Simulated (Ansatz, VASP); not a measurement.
# LiCl: VASP beside Ansatz

INCAR

```
SYSTEM = LiCl
  PREC = Accurate
  ENCUT = 520
  EDIFF = 1E-6
  ISMEAR = 0
  SIGMA = 0.05
  LREAL = .FALSE.
  LASPH = .TRUE.
  NELM = 60
  ALGO = Normal
  ISIF = 2
  LWAVE = .FALSE.
  LCHARG = .TRUE.
  GGA = PE
  LELF = .TRUE.
  LVHAR = .TRUE.
  NBANDS = 12
```

Contents of KPOINTS:

```
regular mesh
0
G
  8 8 8
  0 0 0
```

Contents of POSCAR:

```
LiCl
1.0
   -0.2707532987      2.4367796886      2.4367796886
    2.4367796886     -0.2707532987      2.4367796886
    2.4367796886      2.4367796886     -0.2707532987
Li Cl
1 1
Direct
    0.0000000000      0.0000000000      0.0000000000
    0.5000000000      0.5000000000      0.5000000000
```

Input for Ansatz:

```yaml
crystal:
  lattice:
    - [-0.2707532987, 2.4367796886, 2.4367796886]
    - [2.4367796886, -0.2707532987, 2.4367796886]
    - [2.4367796886, 2.4367796886, -0.2707532987]
  atoms:
    - { symbol: Li, position: [0.0, 0.0, 0.0] }
    - { symbol: Cl, position: [0.5, 0.5, 0.5] }
basis:
  ecutwfc: 420
kpoints:
  mp_grid: { grid: [8, 8, 8] }
hamiltonian:
  xc: pbe
scf:
  occupations: { method: gaussian, width: 0.05 }
output:
  forces: true
  stress: true
  eigenvalues: true
```

Alike in both runs: task single point; functional PBE; k mesh 8 × 8 × 8; occupations gaussian, width 0.05 eV; no spin polarisation.

```csv
,VASP,Ansatz
version,VASP 6.6.1,Ansatz 0.2.0
potentials or method,"VASP PAW PBE potentials, release 64 (Li_sv, Cl), cutoff 520 eV","scalar-relativistic, plane waves, PAW"
valence electrons in the cell,10,10
```

VASP gave:

- gap on the k mesh at the Fermi level (eV): 5.55
- least direct gap on the mesh (eV): 5.67

Q: What did Ansatz give for the same quantities?

A: gap on the k mesh at the Fermi level (eV): 5.54; least direct gap on the mesh (eV): 5.66.

Noted on VASP's run: the cutoff is short for stress, so the pressure is rough.
